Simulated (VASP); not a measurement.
The system is Re.

```xyz
2
Lattice="2.7971 0.0000 0.0000 -1.3986 2.4224 0.0000 0.0000 0.0000 4.5169" Properties=species:S:1:pos:R:3 pbc="T T T"
Re    1.3986    0.8075    3.3877
Re    0.0000    1.6149    1.1292
```

This cell differs from its parent crystal: volume scaled by 1.04.

- Program: VASP 6.6.1
- Task: relaxation of cell and atoms
- Functional: LDA
- Potentials or basis: VASP PAW LDA potentials, release 64 (Re)
- Cutoff: 600 eV
- k mesh: 11 × 11 × 6
- Occupations: methfessel-paxton, width 0.1 eV
- Spin: no spin polarisation

At the start: pressure -22.2 GPa; volume 15.30 Å³/atom.

Task: How do energy, volume and symmetry change on relaxing?

Result: Over 5 steps the energy falls by 67.4 meV/atom and the volume is 14.38 Å³/atom (-6.0 %); space group P6_3/mmc (No. 194, to 0.05 Å).

The path:
| step | energy change (eV) | largest force (eV/Å) | pressure (GPa) | volume (Å³) |
| --- | --- | --- | --- | --- |
| 1 | 0.0000 | 0.0000 | -22.20 | 30.61 |
| 2 | 2.9880 | 0.0000 | 190.16 | 22.14 |
| 3 | -0.1327 | 0.0000 | -3.05 | 28.99 |
| 4 | -0.1346 | 0.0000 | -0.92 | 28.83 |
| 5 | -0.1348 | 0.0000 | 0.01 | 28.77 |

Final structure:
```yaml
crystal:
  lattice:
    - [2.74073, 0.00000, 0.00000]
    - [-1.37037, 2.37354, 0.00000]
    - [0.00000, 0.00000, 4.42210]
  atoms:
    - { symbol: Re, position: [0.66667, 0.33333, 0.75000] }
    - { symbol: Re, position: [0.33333, 0.66667, 0.25000] }
```

Caveat: the cell differs from its parent crystal (volume scaled by 1.04).
